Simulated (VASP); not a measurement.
# LiGdN2 (I4_1/amd) in VASP: single point with PBE

Aim: the single point of LiGdN2 with PBE.

All numbers are computed with VASP 6.6.1; they aren't measurements. Logs are shortened: lines on timing, memory, paths and dates and some standing lists are left out, and cuts for length are marked.

### 1 The cell of the first run

The structure is tetragonal, space group I4_1/amd (No. 141). The conventional cell has a = 4.563 Å, b = 4.563 Å, c = 11.478 Å, α = 90.00°, β = 90.00°, γ = 90.00°. Within 3.1 Å of Li (site symmetry -4m2) lie 4 N at 2.33 Å. Gd (site symmetry -4m2) has 6 N at 2.33 to 2.40 Å within 3.1 Å. N (site symmetry 2mm) has 2 Li at 2.33 Å and 3 Gd at 2.33 to 2.40 Å and 2 N at 2.99 Å within 3.1 Å.

### 2 Single point, PBE, collinear spin, ferrimagnetic start

Contents of POSCAR:

```
LiGdN2
1.0
    0.0000000000      4.5633794600      0.0000000000
    4.5633794600      0.0000000000      0.0000000000
    2.2816897300      2.2816897300     -5.7389619600
Li Gd N
2 2 4
Direct
    0.6250000000      0.3750000000      0.2500000000
    0.3750000000      0.6250000000      0.7500000000
    0.8750000000      0.1250000000      0.7500000000
    0.1250000000      0.8750000000      0.2500000000
    0.3342500000      0.0842500000      0.8315000000
    0.0842500000      0.3342500000      0.3315000000
    0.6657500000      0.9157500000      0.1685000000
    0.9157500000      0.6657500000      0.6685000000
```

Contents of INCAR.step1:

```
SYSTEM = LiGdN2
PREC = Accurate
ENCUT = 520
EDIFF = 1E-6
ISMEAR = -1
SIGMA = 0.1018
LREAL = .False.
LASPH = .True.
NELM = 150
ALGO = Normal
ISIF = 2
LWAVE = .False.
LCHARG = .True.
ISPIN = 2
MAGMOM = 0 0 7.27 7.27 -0.84 -0.84 -0.84 -0.84
LMAXMIX = 6
GGA = PE
NBANDS = 45
```

Contents of KPOINTS.step1:

```
Automatic mesh
0
Gamma
  5 5 5
  0 0 0
```

Contents of INCAR.step2:

```
SYSTEM = LiGdN2
PREC = Accurate
ENCUT = 520
EDIFF = 1E-6
ISMEAR = -5
SIGMA = 0.1018
LREAL = .False.
LASPH = .True.
NELM = 150
ALGO = Normal
ISIF = 2
LWAVE = .False.
LCHARG = .False.
ISPIN = 2
MAGMOM = 0 0 7.27 7.27 -0.84 -0.84 -0.84 -0.84
LORBIT = 10
LMAXMIX = 6
GGA = PE
NEDOS = 1001
ICHARG = 11
```

Contents of KPOINTS.step2:

```
Automatic mesh
0
Gamma
  8 8 8
  0 0 0
```

Potentials or basis: VASP PAW PBE potentials, release 64 (Li_sv, Gd, N).

Run with:

```console
cat potpaw_PBE.64/Li_sv/POTCAR potpaw_PBE.64/Gd/POTCAR potpaw_PBE.64/N/POTCAR > POTCAR
cp INCAR.step1 INCAR
cp KPOINTS.step1 KPOINTS
mpirun -np 1 vasp_std > vasp.out
cp INCAR.step2 INCAR
cp KPOINTS.step2 KPOINTS
mpirun -np 1 vasp_std > vasp.out
```

OUTCAR:

```text
SYSTEM = LiGdN2
   PREC = Accurate
   ENCUT = 520
   EDIFF = 1E-6
   ISMEAR = -5
   LREAL = .False.
   LASPH = .True.
   NELM = 150
   ISIF = 2
   ISPIN = 2
   LORBIT = 10
   GGA = PE
   ICHARG = 11

 ion  position               nearest neighbor table
   1  0.625  0.375  0.250-
   2  0.375  0.625  0.750-
   3  0.875  0.125  0.750-   5 2.33   8 2.33   8 2.33   5 2.33   6 2.40   7 2.40
   4  0.125  0.875  0.250-   6 2.33   7 2.33   7 2.33   6 2.33   8 2.40   5 2.40
   5  0.334  0.084  0.831-   3 2.33   3 2.33   4 2.40
   6  0.084  0.334  0.331-   4 2.33   4 2.33   3 2.40
   7  0.666  0.916  0.169-   4 2.33   4 2.33   3 2.40
   8  0.916  0.666  0.669-   3 2.33   3 2.33   4 2.40

  LATTYP: Found a body centered tetragonal cell.
 ALAT       =     4.5633794600
 C/A-ratio  =     2.5152245218

  Lattice vectors:

 A1 = (  -2.2816897300,   2.2816897300,   5.7389619600)
 A2 = (   2.2816897300,  -2.2816897300,   5.7389619600)
 A3 = (   2.2816897300,   2.2816897300,  -5.7389619600)

Analysis of symmetry for initial positions (statically):
=====================================================================
 Subroutine PRICEL returns:
 Original cell was already a primitive cell.

 Routine SETGRP: Setting up the symmetry group for a
 body centered tetragonal supercell.

 Subroutine GETGRP returns: Found 16 space group operations
 (whereof  4 operations were pure point group operations)
 out of a pool of 16 trial point group operations.

The static configuration has the point symmetry C_2h.
 The point group associated with its full space group is D_4h.

Analysis of symmetry for dynamics (positions and initial velocities):
=====================================================================
 Subroutine PRICEL returns:
 Original cell was already a primitive cell.

 Routine SETGRP: Setting up the symmetry group for a
 body centered tetragonal supercell.

 Subroutine GETGRP returns: Found 16 space group operations
 (whereof  4 operations were pure point group operations)
 out of a pool of 16 trial point group operations.

The dynamic configuration has the point symmetry C_2h.
 The point group associated with its full space group is D_4h.

Analysis of structural, dynamic, and magnetic symmetry:
=====================================================================
 Subroutine PRICEL returns:
 Original cell was already a primitive cell.

 Routine SETGRP: Setting up the symmetry group for a
 body centered tetragonal supercell.

 Subroutine GETGRP returns: Found 16 space group operations
 (whereof  4 operations were pure point group operations)
 out of a pool of 16 trial point group operations.

The overall configuration has the point symmetry C_2h.
 The point group associated with its full space group is D_4h.

 Subroutine INISYM returns: Found 16 space group operations
 (whereof  4 operations are pure point group operations),
 and found     1 'primitive' translations

----------------------------------------------------------------------------------------

                                     Primitive cell

  volume of cell :     119.5106

  direct lattice vectors                    reciprocal lattice vectors
     0.000000000  4.563379460  0.000000000     0.000000000  0.219135842  0.087123770
     4.563379460  0.000000000  0.000000000     0.219135842  0.000000000  0.087123770
     2.281689730  2.281689730 -5.738961960     0.000000000  0.000000000 -0.174247539

  length of vectors
     4.563379460  4.563379460  6.583912243     0.235819992  0.235819992  0.174247539

  position of ions in fractional coordinates (direct lattice)
     0.625000000  0.375000000  0.250000000
     0.375000000  0.625000000  0.750000000
     0.875000000  0.125000000  0.750000000
     0.125000000  0.875000000  0.250000000
     0.334250000  0.084250000  0.831500000
     0.084250000  0.334250000  0.331500000
     0.665750000  0.915750000  0.168500000
     0.915750000  0.665750000  0.668500000

  ion indices of the primitive-cell ions
   primitive index   ion index
[... 63 lines left out ...]
 [... further k-points ...]
   k-points           NKPTS =     59   k-points in BZ     NKDIM =     59   number of bands    NBANDS=     43
   number of dos      NEDOS =   1001   number of ions     NIONS =      8
   total plane-waves  NPLWV =  64800
   dimension x,y,z NGX =    36 NGY =   36 NGZ =   50
   dimension x,y,z NGXF=    72 NGYF=   72 NGZF=  100
   ions per type =               2   2   4
   NGX,Y,Z   is equivalent  to a cutoff of  13.11, 13.11, 12.63 a.u.
   NGXF,Y,Z  is equivalent  to a cutoff of  26.23, 26.23, 25.25 a.u.
 SYSTEM =  LiGdN2
   PREC   = accura    normal or accurate (medium, high low for compatibility)
   ISTART =      0    job   : 0-new  1-cont  2-samecut
   ICHARG =     11    charge: 1-file 2-atom 10-const
   ISPIN  =      2    spin polarized calculation?
   LNONCOLLINEAR =      F non collinear calculations
   LSORBIT =      F    spin-orbit coupling
   LASPH  =      T    aspherical Exc in radial PAW
   ENCUT  =  520.0 eV  38.22 Ry    6.18 a.u.   8.48  8.48 12.24*2*pi/ulx,y,z
   NELM   =    150;   NELMIN=  2; NELMDL=  0     # of ELM steps
   EDIFF  = 0.1E-05   stopping-criterion for ELM
   LREAL  =      F    real-space projection
   EDIFFG = 0.1E-04   stopping-criterion for IOM
   NSW    =      0    number of steps for IOM
   IBRION =     -1    ionic relax: 0-MD 1-quasi-New 2-CG
   NFREE  =      0    steps in history (QN), initial steepest desc. (CG)
   ISIF   =      2    stress and relaxation
   ISYM   =      2    0-nonsym 1-usesym 2-fastsym
   POTIM  = 0.5000    time-step for ionic-motion
   TEBEG  =    0.0;   TEEND  =   0.0 temperature during run
   PSTRESS=    0.0 pullay stress
   NELECT =      62.0000    total number of electrons
   NUPDOWN=      -1.0000    fix difference up-down
   EMIN   =  10.00;   EMAX   =-10.00  energy-range for DOS
   EFERMI =   0.00;   METHOD = LEGACY
   ISMEAR =    -5;   SIGMA  =   0.10  broadening in eV -4-tet -1-fermi 0-gaus
   EFERMI_NEDOS =   21; number of points for ismear=-14 and -15
   IALGO  =     38    algorithm
   IMIX   =      4    mixing-type and parameters
     AMIX     =   0.40;   BMIX     =  1.00
     AMIX_MAG =   1.60;   BMIX_MAG =  1.00
  volume/ion in A,a.u.               =      14.94       100.81
  Fermi-wavevector in a.u.,A,eV,Ry     =   1.315437  2.485815 23.543157  1.730373
  Thomas-Fermi vector in A             =   2.445619
   LORBIT       =     10    0 simple, 1 ext, 2 COOP (PROOUT), +10 PAW based schemes
   GGA     = PE    functional components
   LHFCALC =     F    Hartree Fock is set to
   AEXX    =    0.0000 exact exchange contribution
   IVDW    =     0    specifies the selected vdW correction
   LEPSILON=     F    determine dielectric tensor
   LRPA    =     F    only Hartree local field effects (RPA)
 spin polarized calculation
 Fermi weights with tetrahedron method with Bloechl corrections
  energy-cutoff  :      520.00
  volume of cell :      119.51
 maximum number of plane-waves:      3270
 NGX is ok and might be reduce to    36

 number of electron      62.0000003 magnetization      10.1822814

 Free energy of the ion-electron system (eV)
  ---------------------------------------------------
  ext. energy  EPLUGINS =         0.00000000
  ---------------------------------------------------
  free energy    TOTEN  =       -63.83813196 eV

  energy without entropy =      -63.83813196  energy(sigma->0) =      -63.83813196

 E-fermi :   1.4870     XC(G=0):  -9.8408

 val. band max:        1.5109816723   @ k =  -0.1250   0.0000   0.1250
 cond. band min:       1.4182932781   @ k =   0.5000   0.5000   0.1250
 fundamental gap:     -0.0926883941
 Fermi energy:         1.4870469510

 spin component 1

 k-point     1 :       0.0000    0.0000    0.0000
  band No.  band energies     occupation
      1     -43.2679      1.00000
      2     -43.2666      1.00000
      3     -41.2301      1.00000
      4     -41.1874      1.00000
      5     -19.0541      1.00000
      6     -18.7742      1.00000
[... 1093 lines left out ...]
     42       6.8762      0.00000
     43       7.0495      0.00000

 [... further k-points ...]

 spin component 2

 k-point     1 :       0.0000    0.0000    0.0000
  band No.  band energies     occupation
      1     -43.2634      1.00000
      2     -43.2621      1.00000
      3     -38.2276      1.00000
      4     -38.1687      1.00000
      5     -17.2569      1.00000
      6     -16.7708      1.00000
[... 1093 lines left out ...]
     42       7.0504      0.00000
     43       7.8971      0.00000

 [... further k-points ...]
[... 5 lines left out ...]
  --------------------------------------------------------------------------------------
  -------------------------------------------------------------------------------------
  Total       -2.5989278     -2.5989278     -1.8350304      0.0000000     -0.0000000      0.0000000
  in kB      -34.8416153    -34.8416153    -24.6006927      0.0000000     -0.0000000      0.0000000
  external PRESSURE =     -31.4279745 kB  Pullay stress =       0.0000000 kB

 VOLUME and BASIS-vectors are now :
 -----------------------------------------------------------------------------
  energy-cutoff  :      520.00
  volume of cell :      119.51
      direct lattice vectors                 reciprocal lattice vectors
     0.000000000  4.563379460  0.000000000     0.000000000  0.219135842  0.087123770
     4.563379460  0.000000000  0.000000000     0.219135842  0.000000000  0.087123770
     2.281689730  2.281689730 -5.738961960     0.000000000  0.000000000 -0.174247539

 POSITION                                       TOTAL-FORCE (eV/Angst)
 -----------------------------------------------------------------------------------
      2.28169      3.42253     -1.43474         0.000000     -0.000000     -0.000000
      4.56338      3.42253     -4.30422         0.000000     -0.000000      0.000000
      2.28169      5.70422     -4.30422         0.000000     -0.000000     -0.000000
      4.56338      1.14084     -1.43474         0.000000     -0.000000      0.000000
      2.28169      3.42253     -4.77195         0.000000      0.000000      0.009801
      2.28169      1.14084     -1.90247         0.000000      0.000000      0.009801
      4.56338      3.42253     -0.96702        -0.000000     -0.000000     -0.009801
      4.56338      5.70422     -3.83650        -0.000000     -0.000000     -0.009801
 -----------------------------------------------------------------------------------
    total drift:                                0.000000     -0.000000      0.000000

  FREE ENERGIE OF THE ION-ELECTRON SYSTEM (eV)
  ---------------------------------------------------
  free  energy   TOTEN  =       -63.8381319578 eV

  energy  without entropy=      -63.8381319578  energy(sigma->0) =      -63.83813196

 total charge

# of ion       s       p       d       f       tot
--------------------------------------------------
    1        2.012   0.044   0.000   0.000   2.055
    2        2.012   0.044   0.000   0.000   2.055
    3        2.040   5.643   0.595   6.985  15.263
    4        2.040   5.643   0.595   6.985  15.263
    5        1.284   2.280   0.000   0.000   3.564
    6        1.284   2.280   0.000   0.000   3.564
    7        1.284   2.280   0.000   0.000   3.564
    8        1.284   2.280   0.000   0.000   3.564
--------------------------------------------------
tot         13.240  20.495   1.191  13.970  48.895

 magnetization (x)

# of ion       s       p       d       f       tot
--------------------------------------------------
    1       -0.000   0.001   0.000   0.000   0.001
    2       -0.000   0.001   0.000   0.000   0.001
    3       -0.004  -0.111   0.072   6.630   6.586
    4       -0.004  -0.111   0.072   6.630   6.586
    5       -0.021  -0.614   0.000   0.000  -0.635
    6       -0.021  -0.614   0.000   0.000  -0.635
    7       -0.021  -0.614   0.000   0.000  -0.635
    8       -0.021  -0.614   0.000   0.000  -0.635
--------------------------------------------------
tot         -0.091  -2.679   0.144  13.259  10.632
```

It took 73 min on 1 thread of Intel Xeon 8259CL, shared host; peak memory 0.61 GiB.

What came out:

* Net moment: 10.18 μB per cell
* Site moments: Li +0.00; Gd +6.59; N -0.64 μB
* Valence electrons inside the program's atomic spheres: Li 2.06; Gd 15.26; N 3.56

Caveat: the cutoff is under 1.25 times the usual one of these potentials, so pressure, stress and relaxed cells hold a basis-set (Pulay) error; spin-orbit coupling is left out, which moves the levels of the heavy elements; semilocal functionals describe open f shells poorly, which spoils levels, moments and volumes.
